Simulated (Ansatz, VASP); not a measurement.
# Two plane-wave programs on MgO

Contents of POSCAR:

```
MgO
1.0
    0.0000000000      2.2228920000      2.2228920000
    2.2228920000      0.0000000000      2.2228920000
    2.2228920000      2.2228920000      0.0000000000
Mg O
1 1
Direct
    0.0000000000      0.0000000000      0.0000000000
    0.5000000000      0.5000000000      0.5000000000
```

The input INCAR.step1:

```
  PREC = Accurate
  ENCUT = 520
  ISMEAR = 1
  SIGMA = 0.0448
  LREAL = F
  LASPH = T
  NELM = 80
  NBANDS = 11
  GGA = PE
  ALGO = Normal
  EDIFF = 1E-4
  LWAVE = T
  LCHARG = F
```

File INCAR.step2:

```
  PREC = Accurate
  ENCUT = 520
  EDIFF = 1E-6
  ISMEAR = 1
  SIGMA = 0.0448
  LREAL = F
  LASPH = T
  NELM = 80
  ALGO = Normal
  ISIF = 2
  LWAVE = F
  LCHARG = T
  METAGGA = R2SCAN
  LMIXTAU = T
  LELF = T
  LVHAR = T
  NBANDS = 11
  ISTART = 1
```

KPOINTS

```
Automatic mesh
0
Gamma
  10 10 10
```

Input for Ansatz:

```yaml
crystal:
  lattice:
    - [0.0, 2.222892, 2.222892]
    - [2.222892, 0.0, 2.222892]
    - [2.222892, 2.222892, 0.0]
  atoms:
    - { symbol: Mg, position: [0.0, 0.0, 0.0] }
    - { symbol: O, position: [0.5, 0.5, 0.5] }
  symmetry: { tolerance: 0.0003 }
kpoints:
  mp_grid: { grid: [10, 10, 10], shift: [0, 0, 0] }
  band_path:
    path:
      - [0.0, 0.0, 0.0]
      - [0.5, 0.0, 0.5]
      - [0.625, 0.25, 0.625]
      - [0.375, 0.375, 0.75]
      - [0.0, 0.0, 0.0]
      - [0.5, 0.5, 0.5]
      - [0.5, 0.25, 0.75]
      - [0.5, 0.0, 0.5]
    npoints: 8
magnetization:
  spin_polarized: false
scf:
  occupations: { method: methfessel_paxton, width: 0.0448 }
  lower_state_search: "off"
  max_iter: 200
hamiltonian:
  pseudopotentials: { kind: paw }
  xc: r2scan
basis:
  ecutwfc: 500
  fft_grid_basis: typed
output:
  forces: true
  stress: true
  eigenvalues: true
  bader: true
  populations: true
  elf: true
  write_potential: true
  volumetric_format: npy
  dos:
    e_range: [-12, 8]
    de: 0.05
    projected: { site_lists: { Mg: [Mg], O: [O] } }
checkpoint:
  read: saved_state
```

Alike in both runs: task single point; functional r2SCAN; k mesh 10 × 10 × 10; occupations methfessel-paxton of order 1, width 0.0448 eV; no spin polarisation.

|  | VASP | Ansatz |
| --- | --- | --- |
| version | VASP 6.6.1 | Ansatz 0.2.0 |
| potentials or method | VASP PAW PBE potentials, release 64 (Mg, O), cutoff 520 eV | PAW plane waves |
| valence electrons in the cell | 8 | 16 |

|  | VASP | Ansatz | Ansatz less VASP |
| --- | --- | --- | --- |
| gap on the k mesh at the Fermi level (eV) | 4.12 | 4.15 | +0.026 |
| pressure (GPa) | -20.8 | -19.9 | +0.96 |

VASP's potentials were made for PBE, not for r2SCAN. With one functional, cell and mesh, what is left measures potentials, basis and numerics. VASP's potentials hold 8 valence electrons a cell and Ansatz's 16, so a difference there can come from the potentials and not from the codes.
